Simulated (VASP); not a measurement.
Here is a VASP 6.6.1 calculation.

File INCAR:

```
ALGO     = Normal         # electronic algorithm
EDIFF    = 1E-6           # SCF threshold, eV
ENCUT    = 520            # plane-wave cutoff, eV
GGA      = CA             # functional
ISIF     = 2              # what is computed and relaxed
ISMEAR   = -1             # smearing method
LASPH    = T              # aspherical terms in the spheres
LCHARG   = F              # write CHGCAR
LREAL    = F              # projectors in reciprocal space
LWAVE    = F              # write WAVECAR
NBANDS   = 20             # bands
NELM     = 80             # most SCF steps
PREC     = Accurate       # precision mode
SIGMA    = 0.05           # smearing width, eV
```

KPOINTS

```
k-points
0
Gamma
  10 10 2
```

POSCAR

```
WS2
1.0
    3.1404905896      0.0000000000      0.0000000000
   -1.5702452948      2.7197446309      0.0000000000
    0.0000000000      0.0000000000     16.7214879437
W S
1 2
Direct
    0.0000000000      0.0000000000      0.0000000000
    0.3333333333      0.6666666667      0.0920005100
    0.3333333333      0.6666666667      0.9079994900
```

Potentials or basis: VASP PAW LDA potentials, release 64 (W_sv, S).

Command:

```sh
$ cat potpaw_LDA.64/W_sv/POTCAR potpaw_LDA.64/S/POTCAR > POTCAR
$ mpirun -np 1 vasp_std > vasp.out
```

(1) Predict the largest force.

(2) Predict the band gap on the k mesh.

Results:

(1) 0.401 eV/Å.

(2) 2.11 eV, indirect (least direct gap 2.27 eV).

Caveat: spin-orbit coupling is left out, which moves the levels of the heavy elements.
